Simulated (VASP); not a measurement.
ZrZn3N2, 6 atoms in the cell. It takes space group Cmmm (No. 65, orthorhombic). Conventional cell: a = 4.749 Å, b = 7.669 Å, c = 5.152 Å, α = 90.00°, β = 90.00°, γ = 90.00°. Within 3.5 Å of Zr (site symmetry mmm) lie 8 Zn at 2.58 to 2.68 Å and 8 N at 3.42 Å. Zn (site symmetry mmm) has 4 N at 2.26 Å and 2 Zr at 2.58 Å within 3.0 Å. Zn (site symmetry m2m) has 3 Zn at 2.48 to 2.74 Å and 3 Zr at 2.60 to 2.68 Å and 4 N at 2.92 Å within 3.3 Å. Within 3.0 Å of N (site symmetry 2/m) lie 6 Zn at 2.26 to 2.92 Å and 2 N at 2.37 Å. 

| Quantity | Value |
| --- | --- |
| Program | VASP 6.6.1 |
| Task | single point |
| Functional | PBE |
| Potentials or basis | VASP PAW PBE potentials, release 64 (Zr_sv, Zn, N) |
| Cutoff | 520 eV |
| k mesh | 10 × 10 × 8 |
| Occupations | gaussian, width 0.1 eV |
| Spin | no spin polarisation |
| Dipole correction | no |
| Further INCAR settings | ALGO = Normal; EDIFF = 1e-06; NBANDS = 38 |

Potentials or basis: VASP PAW PBE potentials, release 64 (Zr_sv, Zn, N).

Launch:

```console
$ cat potpaw_PBE.64/Zr_sv/POTCAR potpaw_PBE.64/Zn/POTCAR potpaw_PBE.64/N/POTCAR > POTCAR
$ mpirun -np 1 vasp_std > vasp.out
```

Hardware: 1 thread of Intel(R) Xeon(R) Platinum 8259CL CPU @ 2.50GHz (Skylake/Cascade Lake), on a shared host.

Problem. Estimate the wall time of this run.

Solution. Run time: 7.5 min on 1 thread of Intel(R) Xeon(R) Platinum 8259CL CPU @ 2.50GHz (Skylake/Cascade Lake), with other jobs on the host, peak memory 0.57 GiB. Counts: scf iterations 15, k points 155.
